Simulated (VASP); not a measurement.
Wanted: the native input for a VASP 6.6.1 run.

- Task: single point
- Functional: PBEsol
- Potentials or basis: VASP PAW PBE potentials, release 64 (Mg, C)
- Cutoff: 520 eV
- k mesh: 8 × 8 × 6
- Occupations: gaussian, width 0.02 eV
- Spin: no spin polarisation
- Dipole correction: no
- Further INCAR settings: ALGO = Normal; EDIFF = 1e-07; NBANDS = 16

The structure of Mg2C3 lies in POSCAR:

```
Mg2C3
1.0
    2.4433876517     -2.3798607547     -0.0126649945
    2.4433876517      2.3798607547     -0.0126649945
   -1.2667443098      0.0000000000      4.9215802438
Mg C
2 3
Direct
    0.8102539747      0.8102539747      0.1969777131
    0.1897460253      0.1897460253      0.8030222869
    0.3030496404      0.3030496404      0.2636586258
    0.6969503596      0.6969503596      0.7363413742
    0.5000000000      0.5000000000      0.5000000000
```

This cell differs from its parent crystal: volume scaled by 1.06, then relaxed in part.

These files were run (other wordings do the same):

INCAR

```
SYSTEM = Mg2C3
  PREC = Accurate
  ENCUT = 520
  EDIFF = 1E-7
  ISMEAR = 0
  SIGMA = 0.02
  LREAL = .FALSE.
  LASPH = .TRUE.
  NELM = 60
  ALGO = Normal
  ISIF = 2
  LWAVE = .FALSE.
  LCHARG = .FALSE.
  GGA = PS
  NBANDS = 16
```

KPOINTS

```
regular mesh
0
G
  8 8 6
  0 0 0
```

Potentials or basis: VASP PAW PBE potentials, release 64 (Mg, C).

Run with:

```bash
$ cat potpaw_PBE.64/Mg/POTCAR potpaw_PBE.64/C/POTCAR > POTCAR
$ mpirun -np 1 vasp_std > vasp.out
```

Results of the run:

```
Pressure               : -5.8 GPa
Largest force          : 0.069 eV/Å
Band gap on the k mesh : 1.60 eV, indirect (least direct gap 2.25 eV)
```

Caveat: the PAW data sets were made with another functional, which shifts forces and pressure a little.

It used 93 s of CPU time on 1 thread of Intel Xeon 6975P-C, on a shared host.
